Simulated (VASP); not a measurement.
## Bi: single point with PBE

The system is Bi.

```
Bi
1.0
     5.73230    0.00000    0.00000
    -2.86615    4.96431    0.00000
     0.00000    0.00000    3.37450
Bi
3
Direct
  0.00000 0.00000 0.00000
  0.33333 0.66667 0.50000
  0.66667 0.33333 0.50000
```

This isn't the form of Bi at room conditions, which is rhombohedral.

```json
{
  "Program": "VASP 6.6.1",
  "Task": "single point",
  "Functional": "PBE",
  "Potentials or basis": "VASP PAW PBE potentials, release 64 (Bi_d)",
  "Cutoff": "520 eV",
  "k mesh": "9 × 9 × 12",
  "Occupations": "fermi-dirac, width 0.1 eV",
  "Spin": "no spin polarisation"
}
```

* Pressure: -0.1 GPa
* Band gap on the k mesh: zero (an odd number of electrons rules out a gap without spin polarisation)

Stress tensor (GPa, compression positive):
```
-0.21  0.00  0.00
 0.00 -0.21  0.00
 0.00  0.00  0.12
```

Levels at points of the mesh, in eV from the Fermi level:
| k point | band 19 | band 20 | band 21 | band 22 | band 23 | band 24 | band 25 | band 26 | band 27 | band 28 |
| --- | --- | --- | --- | --- | --- | --- | --- | --- | --- | --- |
| (0.00, 0.00, 0.00) | -3.36 | -3.36 | -3.15 | -3.15 | 1.75 | 4.78 | 4.78 | 5.36 | 5.38 | 5.95 |
| (0.00, 0.00, 0.50) | -3.76 | -2.85 | -1.87 | -1.71 | -1.71 | -0.32 | -0.32 | 0.93 | 0.93 | 3.74 |

Run time: 70 s on 1 thread of Intel(R) Xeon(R) 6975P-C (Granite Rapids) (shared host), peak memory 0.34 GiB.

Caveat: spin-orbit coupling is left out, which moves the levels of the heavy elements.
